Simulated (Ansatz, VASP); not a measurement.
# Two plane-wave programs on SiO2

```
CELL_PARAMETERS angstrom
4.94401 0.00000 0.00000
0.00000 4.94401 0.00000
0.00000 0.00000 6.86979
ATOMIC_POSITIONS crystal
Si 0.30448 0.30448 0.00000
Si 0.19552 0.80448 0.25000
Si 0.69552 0.69552 0.50000
Si 0.80448 0.19552 0.75000
O 0.23726 0.11356 0.18345
O 0.38644 0.73726 0.43345
O 0.76274 0.88644 0.68345
O 0.61356 0.26274 0.93345
O 0.73726 0.38644 0.56655
O 0.88644 0.76274 0.31655
O 0.26274 0.61356 0.06655
O 0.11356 0.23726 0.81655
```

Alike in both runs: functional LDA; k mesh 6 × 6 × 6; occupations gaussian, width 0.02 eV; no spin polarisation.

Ansatz relaxed the structure, and its values are those at the end. VASP's run is a single point on that final structure, the one shown.

```csv
,VASP,Ansatz
version,VASP 6.6.1,Ansatz 0.2.0
potentials or method,"VASP PAW LDA potentials, release 64 (Si, O), cutoff 600 eV","scalar-relativistic, plane waves, PAW"
valence electrons in the cell,64,64
```

```csv
,VASP,Ansatz,Ansatz less VASP
gap on the k mesh at the Fermi level (eV),5.55,5.55,0.000
least direct gap on the mesh (eV),5.55,5.55,0.000
pressure (GPa),0.2,0.0,-0.18
rms of the force components (eV/Å),0.011,0.000,-0.0111
```

Ansatz warns that its potentials were made for another functional, while VASP's fit it. LDA's correlation is that of Perdew and Zunger in VASP and of Perdew and Wang (1992) in Ansatz.
